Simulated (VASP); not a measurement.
SiH10C20, 31 atoms in the cell. The cell holds a slab with vacuum, 31 atoms: a = 5.049 Å, b = 5.049 Å, c = 15.836 Å, α = 90.00°, β = 90.00°, γ = 90.00°. 

| Quantity | Value |
| --- | --- |
| Program | VASP 6.6.1 |
| Task | single point |
| Functional | PBE |
| Potentials or basis | VASP PAW PBE potentials, release 64 (H, C, Si) |
| Cutoff | 520 eV |
| k mesh | 2 × 2 × 1 |
| Occupations | gaussian, width 0.02 eV |
| Spin | collinear spin, zero start |
| Starting moments | [0.0, 0.0, 0.0, 0.0, 0.0, 0.0, 0.0, 0.0, 0.0, 0.0, 0.0, 0.0, 0.0, 0.0, 0.0, 0.0, 0.0, 0.0, 0.0, 0.0, 0.0, 0.0, 0.0, 0.0, 0.0, 0.0, 0.0, 0.0, 0.0, 0.0, 0.0] μB |
| Dipole correction | no |
| Further INCAR settings | LREAL = Auto; ALGO = Normal; EDIFF = 1e-07; NBANDS = 72 |

Potentials or basis: VASP PAW PBE potentials, release 64 (H, C, Si).

Command:

```console
$ cat potpaw_PBE.64/H/POTCAR potpaw_PBE.64/C/POTCAR potpaw_PBE.64/Si/POTCAR > POTCAR
$ mpirun -np 1 vasp_std > vasp.out
```

Hardware: 1 thread of Intel(R) Xeon(R) 6975P-C (Granite Rapids), on a shared host.

Estimate the wall time of this run.

It took 6.1 min on 1 thread of Intel(R) Xeon(R) 6975P-C (Granite Rapids) (shared host), peak memory 0.65 GiB. Counts: scf iterations 27, k points 4.
